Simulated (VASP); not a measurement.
# Pd (P6_3/mmc) in VASP: single point with LDA

Aim: the single point of Pd with LDA.

All numbers are computed with VASP 6.6.1; they aren't measurements. Logs are shortened: lines on timing, memory, paths and dates and some standing lists are left out, and cuts for length are marked.

## Step 1: The cell of the first run

It takes space group P6_3/mmc (No. 194, hexagonal). Conventional cell: a = 2.763 Å, b = 2.763 Å, c = 9.118 Å, α = 90.00°, β = 90.00°, γ = 120.00°. Pd (site symmetry -3m) has 12 Pd at 2.76 to 2.78 Å within 3.6 Å. Pd (site symmetry -6m2) has 12 Pd at 2.76 to 2.78 Å within 3.6 Å.

This isn't the form of Pd at room conditions, which is fcc.

## Step 2: Single point, LDA, collinear spin

INCAR

```
ALGO = Normal
EDIFF = 1E-6
ENCUT = 500
GGA_COMPAT = F
ISIF = 2
ISMEAR = -1
ISPIN = 2
LASPH = T
LCHARG = F
LMAXMIX = 4
LORBIT = 11
LREAL = F
LWAVE = F
MAGMOM = 0.6 0.6 0.6 0.6
NBANDS = 32
NELM = 200
PREC = Accurate
SIGMA = 0.08
```

KPOINTS

```
k-points
0
Gamma
  12 12 3
```

POSCAR

```
Pd
1.0
    2.7625616691      0.0000000000      0.0000000000
   -1.3812808346      2.3924485850      0.0000000000
    0.0000000000      0.0000000000      9.1183940900
Pd
4
Direct
    0.0000000000      0.0000000000      0.0000000000
    0.3333333333      0.6666666667      0.2500000000
    0.0000000000      0.0000000000      0.5000000000
    0.6666666667      0.3333333333      0.7500000000
```

Potentials or basis: VASP PAW LDA potentials, release 64 (Pd).

Started as:

```bash
$ cat potpaw_LDA.64/Pd/POTCAR > POTCAR
$ mpirun -np 1 vasp_std > vasp.out
```

OUTCAR:

```text
EDIFF = 1E-6
   ENCUT = 500
   ISIF = 2
   ISMEAR = -1
   ISPIN = 2
   LASPH = T
   LORBIT = 11
   LREAL = F
   NELM = 200
   PREC = Accurate

 ion  position               nearest neighbor table
   1  0.000  0.000  0.000-   2 2.78   4 2.78   4 2.78   2 2.78   4 2.78   2 2.78
   2  0.333  0.667  0.250-   1 2.78   3 2.78   1 2.78   3 2.78   1 2.78   3 2.78
   3  0.000  0.000  0.500-   2 2.78   4 2.78   4 2.78   2 2.78   4 2.78   2 2.78
   4  0.667  0.333  0.750-   1 2.78   3 2.78   1 2.78   3 2.78   1 2.78   3 2.78

  LATTYP: Found a hexagonal cell.
 ALAT       =     2.7625616691
 C/A-ratio  =     3.3007024574

  Lattice vectors:

 A1 = (   2.7625616691,   0.0000000000,   0.0000000000)
 A2 = (  -1.3812808346,   2.3924485850,   0.0000000000)
 A3 = (   0.0000000000,   0.0000000000,   9.1183940900)

Analysis of symmetry for initial positions (statically):
=====================================================================
 Subroutine PRICEL returns:
 Original cell was already a primitive cell.

 Routine SETGRP: Setting up the symmetry group for a
 hexagonal supercell.

 Subroutine GETGRP returns: Found 24 space group operations
 (whereof 12 operations were pure point group operations)
 out of a pool of 24 trial point group operations.

The static configuration has the point symmetry D_3d.
 The point group associated with its full space group is D_6h.

Analysis of symmetry for dynamics (positions and initial velocities):
=====================================================================
 Subroutine PRICEL returns:
 Original cell was already a primitive cell.

 Routine SETGRP: Setting up the symmetry group for a
 hexagonal supercell.

 Subroutine GETGRP returns: Found 24 space group operations
 (whereof 12 operations were pure point group operations)
 out of a pool of 24 trial point group operations.

The dynamic configuration has the point symmetry D_3d.
 The point group associated with its full space group is D_6h.

Analysis of structural, dynamic, and magnetic symmetry:
=====================================================================
 Subroutine PRICEL returns:
 Original cell was already a primitive cell.

 Routine SETGRP: Setting up the symmetry group for a
 hexagonal supercell.

 Subroutine GETGRP returns: Found 24 space group operations
 (whereof 12 operations were pure point group operations)
 out of a pool of 24 trial point group operations.

The overall configuration has the point symmetry D_3d.
 The point group associated with its full space group is D_6h.

 Subroutine INISYM returns: Found 24 space group operations
 (whereof 12 operations are pure point group operations),
 and found     1 'primitive' translations

----------------------------------------------------------------------------------------

                                     Primitive cell

  volume of cell :      60.2661

  direct lattice vectors                    reciprocal lattice vectors
     2.762561669  0.000000000  0.000000000     0.361982869  0.208990907  0.000000000
    -1.381280835  2.392448585  0.000000000     0.000000000  0.417981814  0.000000000
     0.000000000  0.000000000  9.118394090     0.000000000  0.000000000  0.109668434

  length of vectors
     2.762561669  2.762561669  9.118394090     0.417981814  0.417981814  0.109668434

  position of ions in fractional coordinates (direct lattice)
     0.000000000  0.000000000  0.000000000
     0.333333333  0.666666667  0.250000000
     0.000000000  0.000000000  0.500000000
     0.666666667  0.333333333  0.750000000

  ion indices of the primitive-cell ions
   primitive index   ion index
                 1           1
                 2           2
                 3           3
                 4           4

----------------------------------------------------------------------------------------

 KPOINTS: k-points

Automatic generation of k-mesh.
 Grid dimensions read from file:
 generate k-points for:   12   12    3

 Generating k-lattice:

  Cartesian coordinates                     Fractional coordinates (reciprocal lattice)
     0.030165239  0.017415909  0.000000000     0.083333333  0.000000000  0.000000000
     0.000000000  0.034831818  0.000000000     0.000000000  0.083333333  0.000000000
     0.000000000  0.000000000  0.036556145     0.000000000  0.000000000  0.333333333

  Length of vectors
     0.034831818  0.034831818  0.036556145

  Shift w.r.t. Gamma in fractional coordinates (k-lattice)
     0.000000000  0.000000000  0.000000000

 Subroutine IBZKPT returns following result:
 ===========================================

 Found     38 irreducible k-points:

 Following reciprocal coordinates:
            Coordinates               Weight
  0.000000  0.000000  0.000000      1.000000
  0.083333  0.000000  0.000000      6.000000
  0.166667  0.000000  0.000000      6.000000
  0.250000 -0.000000  0.000000      6.000000
  0.333333 -0.000000  0.000000      6.000000
  0.416667 -0.000000  0.000000      6.000000
[... 16 lines left out ...]
  0.250000 -0.000000  0.333333     12.000000
  0.333333 -0.000000  0.333333     12.000000
 [... further k-points ...]
   k-points           NKPTS =     38   k-points in BZ     NKDIM =     38   number of bands    NBANDS=     32
   number of dos      NEDOS =    301   number of ions     NIONS =      4
   total plane-waves  NPLWV =  28000
   dimension x,y,z NGX =    20 NGY =   20 NGZ =   70
   dimension x,y,z NGXF=    40 NGYF=   40 NGZF=  140
   ions per type =               4
   NGX,Y,Z   is equivalent  to a cutoff of  12.04, 12.04, 12.76 a.u.
   NGXF,Y,Z  is equivalent  to a cutoff of  24.07, 24.07, 25.52 a.u.
 SYSTEM =  unknown system
   PREC   = accura    normal or accurate (medium, high low for compatibility)
   ISTART =      0    job   : 0-new  1-cont  2-samecut
   ICHARG =      2    charge: 1-file 2-atom 10-const
   ISPIN  =      2    spin polarized calculation?
   LNONCOLLINEAR =      F non collinear calculations
   LSORBIT =      F    spin-orbit coupling
   LASPH  =      T    aspherical Exc in radial PAW
   ENCUT  =  500.0 eV  36.75 Ry    6.06 a.u.   5.04  5.04 16.62*2*pi/ulx,y,z
   NELM   =    200;   NELMIN=  2; NELMDL= -5     # of ELM steps
   EDIFF  = 0.1E-05   stopping-criterion for ELM
   LREAL  =      F    real-space projection
   EDIFFG = 0.1E-04   stopping-criterion for IOM
   NSW    =      0    number of steps for IOM
   IBRION =     -1    ionic relax: 0-MD 1-quasi-New 2-CG
   NFREE  =      0    steps in history (QN), initial steepest desc. (CG)
   ISIF   =      2    stress and relaxation
   ISYM   =      2    0-nonsym 1-usesym 2-fastsym
   POTIM  = 0.5000    time-step for ionic-motion
   TEBEG  =    0.0;   TEEND  =   0.0 temperature during run
   PSTRESS=    0.0 pullay stress
   NELECT =      40.0000    total number of electrons
   NUPDOWN=      -1.0000    fix difference up-down
   EMIN   =  10.00;   EMAX   =-10.00  energy-range for DOS
   EFERMI =   0.00;   METHOD = LEGACY
   ISMEAR =    -1;   SIGMA  =   0.08  broadening in eV -4-tet -1-fermi 0-gaus
   EFERMI_NEDOS =   21; number of points for ismear=-14 and -15
   IALGO  =     38    algorithm
   IMIX   =      4    mixing-type and parameters
     AMIX     =   0.40;   BMIX     =  1.00
     AMIX_MAG =   1.60;   BMIX_MAG =  1.00
  volume/ion in A,a.u.               =      15.07       101.67
  Fermi-wavevector in a.u.,A,eV,Ry     =   1.428029  2.698584 27.745929  2.039268
  Thomas-Fermi vector in A             =   2.548135
   LORBIT       =     11    0 simple, 1 ext, 2 COOP (PROOUT), +10 PAW based schemes
   GGA     = CA    functional components
   LHFCALC =     F    Hartree Fock is set to
   AEXX    =    0.0000 exact exchange contribution
   IVDW    =     0    specifies the selected vdW correction
   LEPSILON=     F    determine dielectric tensor
   LRPA    =     F    only Hartree local field effects (RPA)
 spin polarized calculation
  energy-cutoff  :      500.00
  volume of cell :       60.27
 maximum number of plane-waves:      1548
   NGX = 11   NGY = 11   NGZ = 33

 number of electron      40.0000005 magnetization       0.0001681

 Free energy of the ion-electron system (eV)
  ---------------------------------------------------
  ext. energy  EPLUGINS =         0.00000000
  ---------------------------------------------------
  free energy    TOTEN  =       -25.88882769 eV

  energy without entropy =      -25.70287948  energy(sigma->0) =      -25.79585359

 E-fermi :   9.2442     XC(G=0): -13.3877

 val. band max:        9.2431448956   @ k =   0.2500  -0.0000   0.0000
 cond. band min:       9.2452056042   @ k =   0.0833   0.0833   0.0000
 fundamental gap:      0.0020607087
 Fermi energy:         9.2441757628

 spin component 1

 k-point     1 :       0.0000    0.0000    0.0000
  band No.  band energies     occupation
      1       2.1585      1.00000
      2       3.8027      1.00000
      3       3.8091      1.00000
      4       4.0312      1.00000
      5       6.3793      1.00000
      6       6.3913      1.00000
[... 24 lines left out ...]
     31      28.1689      0.00000
     32      28.8817      0.00000
[... 774 lines left out ...]
      2       4.4126      1.00000
      3       4.5504      1.00000
      4       4.7856      1.00000
      5       4.9621      1.00000
      6       5.2148      1.00000
[... 24 lines left out ...]
     31      24.3813      0.00000
     32      25.5624      0.00000

 [... further k-points ...]

 spin component 2

 k-point     1 :       0.0000    0.0000    0.0000
  band No.  band energies     occupation
      1       2.1585      1.00000
      2       3.8028      1.00000
      3       3.8091      1.00000
      4       4.0312      1.00000
      5       6.3793      1.00000
      6       6.3913      1.00000
[... 24 lines left out ...]
     31      28.1690      0.00000
     32      28.8818      0.00000
[... 774 lines left out ...]
      2       4.4126      1.00000
      3       4.5504      1.00000
      4       4.7856      1.00000
      5       4.9621      1.00000
      6       5.2149      1.00000
[... 24 lines left out ...]
     31      24.3813      0.00000
     32      25.5624      0.00000

 [... further k-points ...]
[... 5 lines left out ...]
  --------------------------------------------------------------------------------------
  -------------------------------------------------------------------------------------
  Total       -4.2053958     -4.2053958     -4.2855941      0.0000000     -0.0000000      0.0000000
  in kB     -111.8006945   -111.8006945   -113.9327723      0.0000000     -0.0000000      0.0000000
  external PRESSURE =    -112.5113871 kB  Pullay stress =       0.0000000 kB

 VOLUME and BASIS-vectors are now :
 -----------------------------------------------------------------------------
  energy-cutoff  :      500.00
  volume of cell :       60.27
      direct lattice vectors                 reciprocal lattice vectors
     2.762561669  0.000000000  0.000000000     0.361982869  0.208990907  0.000000000
    -1.381280835  2.392448585  0.000000000     0.000000000  0.417981814  0.000000000
     0.000000000  0.000000000  9.118394090     0.000000000  0.000000000  0.109668434

 POSITION                                       TOTAL-FORCE (eV/Angst)
 -----------------------------------------------------------------------------------
      0.00000      0.00000      0.00000         0.000000      0.000000     -0.000000
     -0.00000      1.59497      2.27960         0.000000      0.000000      0.000000
      0.00000      0.00000      4.55920         0.000000      0.000000     -0.000000
      1.38128      0.79748      6.83880        -0.000000      0.000000     -0.000000
 -----------------------------------------------------------------------------------
    total drift:                                0.000000     -0.000000      0.000000

  FREE ENERGIE OF THE ION-ELECTRON SYSTEM (eV)
  ---------------------------------------------------
  free  energy   TOTEN  =       -25.8888276932 eV

  energy  without entropy=      -25.7028794850  energy(sigma->0) =      -25.79585359

 total charge

# of ion       s       p       d       tot
------------------------------------------
    1        0.480   0.462   8.451   9.393
    2        0.480   0.464   8.448   9.392
    3        0.480   0.462   8.451   9.393
    4        0.480   0.464   8.448   9.392
--------------------------------------------------
tot          1.922   1.852  33.797  37.571

 magnetization (x)

# of ion       s       p       d       tot
------------------------------------------
    1        0.000   0.000   0.000   0.000
    2        0.000   0.000   0.000   0.000
    3        0.000   0.000   0.000   0.000
    4        0.000   0.000   0.000   0.000
--------------------------------------------------
tot          0.000   0.000   0.000   0.000
```

Wall time 4.9 min (1 thread of Intel Xeon 8259CL, shared host); peak memory 0.22 GiB.

What came out:

```
Free energy                                           : -25.8888 eV
Pressure                                              : -11.3 GPa
Band gap on the k mesh                                : zero (filled and empty bands overlap)
Net moment                                            : 0.00 μB per cell
Valence electrons inside the program's atomic spheres : Pd 9.39
```

Caveat: the cell stands under tension.
